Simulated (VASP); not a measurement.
Input of a VASP 6.6.1 run:

File INCAR:

```
SYSTEM = Al3Cl
PREC = Accurate
ENCUT = 520
EDIFF = 1E-6
ISMEAR = 0
SIGMA = 0.1
LREAL = .False.
LASPH = .True.
NELM = 80
ALGO = Normal
ISIF = 2
LWAVE = .False.
LCHARG = .False.
GGA = PE
NBANDS = 16
```

The input KPOINTS:

```
Automatic mesh
0
Gamma
  18 18 6
  0 0 0
```

The input POSCAR:

```
Al3Cl
1.0
    3.0881297006      0.0000000000      0.0000000000
   -1.5440648503      2.6743987709      0.0000000000
    0.0000000000      0.0000000000      8.7301379854
Al Cl
3 1
Direct
    0.6666666667      0.3333333333      0.5000000000
    0.3333333333      0.6666666667      0.2447190321
    0.3333333333      0.6666666667      0.7552809679
    0.6666666667      0.3333333333      0.0000000000
```

Potentials or basis: VASP PAW PBE potentials, release 64 (Al, Cl).

The run is started by

```bash
$ cat potpaw_PBE.64/Al/POTCAR potpaw_PBE.64/Cl/POTCAR > POTCAR
$ mpirun -np 1 vasp_std > vasp.out
```

Question: Predict the largest force.

Answer: 0.007 eV/Å.

Question: What does it give for the pressure?

Answer: 0.0 GPa.

Stress tensor (GPa, compression positive):
```
-0.06  0.00  0.00
 0.00 -0.06  0.00
 0.00  0.00  0.03
```
